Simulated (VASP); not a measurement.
Here is a VASP 6.6.1 calculation.

File INCAR:

```
SYSTEM = Al
PREC = Accurate
ENCUT = 520
EDIFF = 1E-6
ISMEAR = -1
SIGMA = 0.1
LREAL = .False.
LASPH = .True.
NELM = 100
ALGO = Normal
ISIF = 2
LWAVE = .False.
LCHARG = .False.
GGA = PE
NBANDS = 14
```

The input KPOINTS:

```
Automatic mesh
0
Gamma
  17 17 5
  0 0 0
```

Contents of POSCAR:

```
Al
1.0
    2.8445216588      0.0000000000      0.0000000000
   -1.4222608294      2.4634280181      0.0000000000
    0.0000000000      0.0000000000      9.4540970041
Al
4
Direct
    0.0000000000      0.0000000000      1.0000000000
    0.0000000000      0.0000000000      0.5000000000
    0.3333333333      0.6666666667      0.2500000000
    0.6666666667      0.3333333333      0.7500000000
```

Potentials or basis: VASP PAW PBE potentials, release 64 (Al).

The run is started by

```console
$ cat potpaw_PBE.64/Al/POTCAR > POTCAR
$ mpirun -np 1 vasp_std > vasp.out
```

Task: Predict the pressure.

Result: 0.0 GPa.

Task: Predict the band gap on the k mesh.

Result: Zero (bands 6 and 7 overlap by 5.42 eV).

Stress tensor (GPa, compression positive):
```
 0.33  0.00  0.00
 0.00  0.33  0.00
 0.00  0.00 -0.62
```
